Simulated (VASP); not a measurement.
# AlN (Fm-3m) in VASP: a series of runs, part 3 of 3

VASP 6.6.1. The steps go on from the part before.

### 4 Single point, PBE

Contents of INCAR:

```
ALGO = Normal
EDIFF = 1E-6
ENCUT = 600
GGA = PE
GGA_COMPAT = F
ISIF = 2
ISMEAR = 0
LASPH = T
LCHARG = F
LREAL = F
LWAVE = F
NBANDS = 11
NELM = 120
PREC = Accurate
SIGMA = 0.012
```

Contents of KPOINTS:

```
k-points
0
Gamma
  11 11 11
```

Contents of POSCAR:

```
AlN
1.0
    0.0000000000      2.0345180000      2.0345180000
    2.0345180000      0.0000000000      2.0345180000
    2.0345180000      2.0345180000      0.0000000000
Al N
1 1
Direct
    0.5000000000      0.5000000000      0.5000000000
    0.0000000000      0.0000000000      0.0000000000
```

Potentials or basis: VASP PAW PBE potentials, release 64 (Al, N).

Command:

```bash
$ cat potpaw_PBE.64/Al/POTCAR potpaw_PBE.64/N/POTCAR > POTCAR
$ mpirun -np 1 vasp_std > vasp.out
```

OUTCAR:

```text
EDIFF = 1E-6
   ENCUT = 600
   GGA = PE
   ISIF = 2
   ISMEAR = 0
   LASPH = T
   LREAL = F
   NELM = 120
   PREC = Accurate

 ion  position               nearest neighbor table
   1  0.500  0.500  0.500-   2 2.03   2 2.03   2 2.03   2 2.03   2 2.03   2 2.03
   2  0.000  0.000  0.000-   1 2.03   1 2.03   1 2.03   1 2.03   1 2.03   1 2.03

  LATTYP: Found a face centered cubic cell.
 ALAT       =     4.0690360000

  Lattice vectors:

 A1 = (   0.0000000000,   2.0345180000,   2.0345180000)
 A2 = (   2.0345180000,   0.0000000000,   2.0345180000)
 A3 = (   2.0345180000,   2.0345180000,   0.0000000000)

Analysis of symmetry for initial positions (statically):
=====================================================================
 Subroutine PRICEL returns:
 Original cell was already a primitive cell.

 Routine SETGRP: Setting up the symmetry group for a
 face centered cubic supercell.

 Subroutine GETGRP returns: Found 48 space group operations
 (whereof 48 operations were pure point group operations)
 out of a pool of 48 trial point group operations.

The static configuration has the point symmetry O_h .

Analysis of symmetry for dynamics (positions and initial velocities):
[... 165 lines left out ...]

 k-point     1 :       0.0000    0.0000    0.0000
  band No.  band energies     occupation
      1      -7.6635      2.00000
      2       9.7180      2.00000
      3       9.7180      2.00000
      4       9.7180      2.00000
      5      15.1246      0.00000
      6      21.8233      0.00000
      7      21.8233      0.00000
      8      21.8233      0.00000
      9      26.9127      0.00000
     10      27.3672      0.00000
     11      27.3672      0.00000
[... 309 lines left out ...]
 k-point    24 :      -0.1818    0.1818    0.0000
  band No.  band energies     occupation
      1      -6.0012      2.00000
      2       5.2639      2.00000
      3       7.2706      2.00000
      4       9.1942      2.00000
      5      17.9722      0.00000
      6      19.5542      0.00000
      7      20.7382      0.00000
      8      22.2128      0.00000
      9      24.1662      0.00000
     10      28.1862      0.00000
     11      29.6158      0.00000

 [... further k-points ...]
[... 5 lines left out ...]
  --------------------------------------------------------------------------------------
  -------------------------------------------------------------------------------------
  Total       -0.0155705     -0.0155705     -0.0155705      0.0000000      0.0000000     -0.0000000
  in kB       -1.4811458     -1.4811458     -1.4811458      0.0000000      0.0000000     -0.0000000
  external PRESSURE =      -1.4811458 kB  Pullay stress =       0.0000000 kB

 VOLUME and BASIS-vectors are now :
 -----------------------------------------------------------------------------
  energy-cutoff  :      600.00
  volume of cell :       16.84
      direct lattice vectors                 reciprocal lattice vectors
     0.000000000  2.034518000  2.034518000    -0.245758455  0.245758455  0.245758455
     2.034518000  0.000000000  2.034518000     0.245758455 -0.245758455  0.245758455
     2.034518000  2.034518000  0.000000000     0.245758455  0.245758455 -0.245758455

 POSITION                                       TOTAL-FORCE (eV/Angst)
 -----------------------------------------------------------------------------------
      2.03452      2.03452      2.03452        -0.000000      0.000000      0.000000
      0.00000      0.00000      0.00000         0.000000      0.000000     -0.000000
 -----------------------------------------------------------------------------------
    total drift:                                0.000000     -0.000000     -0.000000

  FREE ENERGIE OF THE ION-ELECTRON SYSTEM (eV)
  ---------------------------------------------------
  free  energy   TOTEN  =       -14.5476796227 eV

  energy  without entropy=      -14.5476796227  energy(sigma->0) =      -14.54767962
```

OSZICAR:

```text
N       E                     dE             d eps       ncg     rms          rms(c)
DAV:   1     0.967280913350E+01    0.96728E+01   -0.42854E+03  1232   0.749E+02
DAV:   2    -0.154878316233E+02   -0.25161E+02   -0.24137E+02  1507   0.143E+02
DAV:   3    -0.162732212533E+02   -0.78539E+00   -0.78381E+00  1526   0.220E+01
DAV:   4    -0.162761309021E+02   -0.29096E-02   -0.29095E-02  1373   0.140E+00
DAV:   5    -0.162761531921E+02   -0.22290E-04   -0.22290E-04  1471   0.131E-01    0.751E+00
DAV:   6    -0.145656331500E+02    0.17105E+01   -0.75946E+00  1429   0.152E+01    0.263E+00
DAV:   7    -0.145535598635E+02    0.12073E-01   -0.17567E-01  1349   0.309E+00    0.174E+00
DAV:   8    -0.145479822025E+02    0.55777E-02   -0.16497E-02  1331   0.121E+00    0.326E-01
DAV:   9    -0.145476231964E+02    0.35901E-03   -0.15509E-03  1458   0.246E-01    0.148E-01
DAV:  10    -0.145476866098E+02   -0.63413E-04   -0.15314E-04  1363   0.900E-02    0.422E-02
DAV:  11    -0.145476799726E+02    0.66372E-05   -0.21692E-05  1445   0.271E-02    0.823E-03
DAV:  12    -0.145476796227E+02    0.34987E-06   -0.79878E-07   733   0.769E-03
   1 F= -.14547680E+02 E0= -.14547680E+02  d E =-.431621E-15
```

Run time: 8.7 s. Hardware: 1 thread of Intel Xeon Platinum 8488C (Sapphire Rapids), shared host; peak memory 0.14 GiB.

Results:

```
Free energy            : -14.5477 eV
Pressure               : -0.1 GPa
Band gap on the k mesh : 4.55 eV, indirect (least direct gap 5.41 eV)
```

Levels at points of the mesh, in eV from the valence-band top:
| k point | band 1 | band 2 | band 3 | band 4 | band 5 | band 6 | band 7 | band 8 | band 9 |
| --- | --- | --- | --- | --- | --- | --- | --- | --- | --- |
| (0.00, 0.00, 0.00) | -17.38 | 0.00 | 0.00 | 0.00 | 5.41 | 12.11 | 12.11 | 12.11 | 17.19 |

A k mesh can miss the band edges. PBE gaps usually lie below the measured ones, often by a third to a half.

### 5 Single point, PBE

Contents of INCAR:

```
PREC = Accurate
ENCUT = 600
EDIFF = 1E-6
ISMEAR = 0
SIGMA = 0.014
LREAL = F
LASPH = T
NELM = 120
ALGO = Normal
ISIF = 2
LWAVE = F
LCHARG = T
GGA = PE
LELF = T
LVHAR = T
NBANDS = 11
GGA_COMPAT = F
```

Contents of KPOINTS:

```
regular mesh
0
Gamma
  11 11 11
```

POSCAR is that of step 4.

Command:

```bash
$ cat potpaw_PBE.64/Al/POTCAR potpaw_PBE.64/N/POTCAR > POTCAR
$ mpirun -np 1 vasp_std > vasp.out
```

Wall time 9.7 s (1 thread of Intel Xeon Platinum 8488C (Sapphire Rapids), shared host); peak memory 0.14 GiB.

The run converged. Its results:

* Free energy: -14.5477 eV
* Pressure: -0.1 GPa
* Band gap on the k mesh: 4.55 eV, indirect (least direct gap 5.41 eV)

Levels at points of the mesh, in eV from the valence-band top:
| k point | band 1 | band 2 | band 3 | band 4 | band 5 | band 6 | band 7 | band 8 | band 9 |
| --- | --- | --- | --- | --- | --- | --- | --- | --- | --- |
| (0.00, 0.00, 0.00) | -17.38 | 0.00 | 0.00 | 0.00 | 5.41 | 12.11 | 12.11 | 12.11 | 17.19 |

A k mesh can miss the band edges. A hybrid or GW would open this gap; PBE tends to underestimate it.

### 6 Single point, PBE

Contents of INCAR:

```
SYSTEM = AlN
PREC     = Accurate       ! precision mode
ENCUT    = 600            ! plane-wave cutoff, eV
EDIFF    = 1E-6           ! SCF threshold, eV
ISMEAR   = 0              ! smearing method
SIGMA    = 0.019000000000000003 ! smearing width, eV
LREAL    = .False.        ! projectors in reciprocal space
LASPH    = .True.         ! aspherical terms in the spheres
NELM     = 120            ! most SCF steps
ALGO     = Normal         ! electronic algorithm
ISIF     = 2              ! what is computed and relaxed
LWAVE    = .False.        ! write WAVECAR
LCHARG   = .False.        ! write CHGCAR
GGA      = PE             ! functional
NBANDS   = 11             ! bands
GGA_COMPAT= .False.
```

Contents of KPOINTS:

```
regular mesh
0
Gamma
  11 11 11
  0 0 0
```

POSCAR is that of step 5.

Potentials or basis: VASP PAW PBE potentials, release 64 (Al, N).

Command:

```bash
$ cat potpaw_PBE.64/Al/POTCAR potpaw_PBE.64/N/POTCAR > POTCAR
$ mpirun -np 1 vasp_std > vasp.out
```

Run time: 5.9 s. Hardware: 1 thread of Intel Xeon Platinum 8488C (Sapphire Rapids), shared host; peak memory 0.14 GiB.

Results (log left out):

| Property | Result |
| --- | --- |
| Free energy | -14.5477 eV |
| Pressure | -0.1 GPa |
| Band gap on the k mesh | 4.55 eV, indirect (least direct gap 5.41 eV) |

Levels at points of the mesh, in eV from the valence-band top:
```tsv
k point	band 2	band 3	band 4	band 5	band 6	band 7
(0.00, 0.00, 0.00)	0.00	0.00	0.00	5.41	12.11	12.11
```

### 7 The runs side by side

| task | level | cell | smearing | gap on the mesh (eV) | pressure (GPa) | relaxed volume (Å³/atom) |
| --- | --- | --- | --- | --- | --- | --- |
| relaxation of cell and atoms | PBE+D3(BJ) | relaxed | fermi-dirac 0.05 eV | 4.81 | 0.0 | 8.20 |
| relaxation of cell and atoms | PBE+D4 | relaxed | fermi-dirac 0.05 eV | 4.81 | 0.0 | 8.20 |
| single point | PBE | as given | gaussian 0.012 eV | 4.55 | -0.1 | - |
| single point | PBE | as given | gaussian 0.014 eV | 4.55 | -0.1 | - |
| single point | PBE | as given | gaussian 0.019 eV | 4.55 | -0.1 | - |

Alike in all rows: potentials or basis VASP PAW PBE potentials, release 64 (Al, N); no spin polarisation; k mesh 11 × 11 × 11; cutoff (eV) 600.

On the cell as given the gap runs from 4.55 eV (PBE) to 4.55 eV (PBE).

Total energies depend on the potentials used, so only differences within one code and one set of settings carry meaning.
